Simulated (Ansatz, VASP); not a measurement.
# Rh in VASP and in Ansatz

```
Rh
1.0
     2.59177    0.00000    0.00000
    -1.29588    2.24454    0.00000
     0.00000    0.00000    9.29966
Rh
4
Cartesian
  0.0000 0.0000 0.0000
  0.0000 1.4964 2.3249
  0.0000 0.0000 4.6498
  1.2959 0.7482 6.9747
```

Alike in both runs: task single point; functional PBEsol; k mesh 24 × 24 × 6; occupations gaussian, width 0.15 eV; no spin polarisation.

|  | VASP | Ansatz |
| --- | --- | --- |
| version | VASP 6.6.1 | Ansatz 0.2.0 |
| potentials or method | VASP PAW PBE potentials, release 64 (Rh_pv), cutoff 520 eV | scalar-relativistic, plane waves, PAW |
| valence electrons in the cell | 60 | 68 |

VASP gave:

```
gap on the k mesh at the Fermi level (eV)                     : none
pressure (GPa)                                                : 3.4
traceless stress, the component that is largest in VASP (GPa) : -23.91
```

What did Ansatz give for the same quantities?

gap on the k mesh at the Fermi level (eV): none; pressure (GPa): 3.5; traceless stress, the component that is largest in VASP (GPa): -23.93.

VASP's potentials were made for PBE, not for PBEsol. A gap of «none» marks a metal or a gap that the smearing closes. VASP's potentials hold 60 valence electrons a cell and Ansatz's 68, so a difference there can come from the potentials and not from the codes.
